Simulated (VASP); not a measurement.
A run of VASP 6.6.1 is set up as follows.

The input POSCAR:

```
ZnS
1.0
    3.8087369172      0.0000000000      0.0000000000
   -1.9043684586      3.2984629266      0.0000000000
    0.0000000000      0.0000000000     12.4664651906
Zn S
4 4
Direct
    0.0000000000      0.0000000000      0.0181588429
    0.0000000000      0.0000000000      0.5181588429
    0.3333333333      0.6666666667      0.2320221971
    0.6666666667      0.3333333333      0.7320221971
    0.0000000000      0.0000000000      0.1916351404
    0.0000000000      0.0000000000      0.6916351404
    0.3333333333      0.6666666667      0.4331879472
    0.6666666667      0.3333333333      0.9331879472
```

INCAR.step1

```
SYSTEM = ZnS
PREC = Accurate
ENCUT = 520
ISMEAR = 0
SIGMA = 0.05
LREAL = .FALSE.
LASPH = .TRUE.
NELM = 60
NBANDS = 46
GGA = PE
ALGO = Normal
EDIFF = 1E-4
LWAVE = .TRUE.
LCHARG = .FALSE.
```

Contents of INCAR.step2:

```
SYSTEM = ZnS
PREC = Accurate
ENCUT = 520
EDIFF = 1E-6
ISMEAR = 0
SIGMA = 0.05
LREAL = .FALSE.
LASPH = .TRUE.
NELM = 60
ALGO = Normal
ISIF = 2
LWAVE = .FALSE.
LCHARG = .FALSE.
METAGGA = R2SCAN
LMIXTAU = .TRUE.
NBANDS = 46
ISTART = 1
```

Contents of KPOINTS:

```
regular mesh
0
G
  6 6 2
  0 0 0
```

Potentials or basis: VASP PAW PBE potentials, release 64 (Zn, S).

The run is started by

```bash
$ cat potpaw_PBE.64/Zn/POTCAR potpaw_PBE.64/S/POTCAR > POTCAR
$ cp INCAR.step1 INCAR
$ mpirun -np 1 vasp_std > vasp.out
$ cp INCAR.step2 INCAR
$ mpirun -np 1 vasp_std > vasp.out
```

Task: What does it give for the band gap on the k mesh?

Result: 2.01 eV.

Task: Predict the pressure.

Result: 1.1 GPa.

Task: Predict the largest force.

Result: 2.691 eV/Å.

Stress tensor (GPa, compression positive):
```
0.87 0.00 0.00
0.00 0.87 0.00
0.00 0.00 1.68
```

Caveat: the cell differs from its parent crystal (atoms displaced along a vibrational mode); the PAW data sets were made with another functional, which shifts forces and pressure a little.
